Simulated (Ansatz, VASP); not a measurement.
One calculation of H22CO11, two programs

```xyz
34
Lattice="7.1204 0.0000 0.0000 0.0000 7.1204 0.0000 0.0000 0.0000 7.1204" Properties=species:S:1:pos:R:3 pbc="T T T"
O     2.5146    5.5469    2.3555
O     5.2597    1.3087    6.7301
O     4.0819    1.8557    2.1791
O     2.9884    1.8773    4.9968
O     5.0824    6.4475    1.9391
O     5.8507    4.8575    5.2487
O     7.3006   -0.2845    3.6317
O     0.2584    3.5527    7.1513
O    -0.7621    2.9502    3.2760
O     1.6761    1.3622    0.9371
O     2.4080    5.3009    6.6527
H     2.3221    5.4880    1.3911
H     1.8005    6.1205    2.7227
H     4.9877    1.7396    7.5748
H     6.1010    1.7535    6.5003
H     3.1862    1.8008    1.7495
H     4.3980    0.9147    2.2101
H     3.3303    1.9498    4.0812
H     3.8024    1.7968    5.5411
H     4.2099    6.0022    2.1118
H     5.1965    6.5033    0.9695
H     6.3536    5.6373    4.9203
H     5.9765    4.1902    4.5233
H     7.3548    0.6894    3.6947
H     6.5720   -0.4313    2.9796
H     1.0810    4.0096    6.8608
H    -0.4155    3.9876    6.5608
H    -0.1911    3.3247    2.5813
H    -1.6037    2.7232    2.8129
H     1.1238    2.0847    0.5495
H     1.8220    0.7509    0.1923
H     3.7977    6.4702    5.7464
H     2.8113    5.2654    4.6584
C     3.0271    5.6812    5.6659
```

Alike in both runs: functional PBE; dispersion D3(BJ); k mesh 1 × 1 × 1; occupations fermi-dirac, width 0.02 eV; no spin polarisation.

Ansatz relaxed the structure, and its values are those at the end. VASP's run is a single point on that final structure, the one shown.

```csv
,VASP,Ansatz
version,VASP 6.6.1,Ansatz 0.2.0
potentials or method,"VASP PAW PBE potentials, release 64 (O, H, C), cutoff 520 eV","scalar-relativistic, plane waves, PAW"
valence electrons in the cell,92,92
```

|  | VASP | Ansatz | Ansatz less VASP |
| --- | --- | --- | --- |
| gap on the k mesh at the Fermi level (eV) | 3.73 | 3.74 | +0.012 |
| rms of the force components (eV/Å) | 0.086 | 0.056 | -0.0306 |

Noted on VASP's run: the standard files for N, O and F lose accuracy on very short bonds.
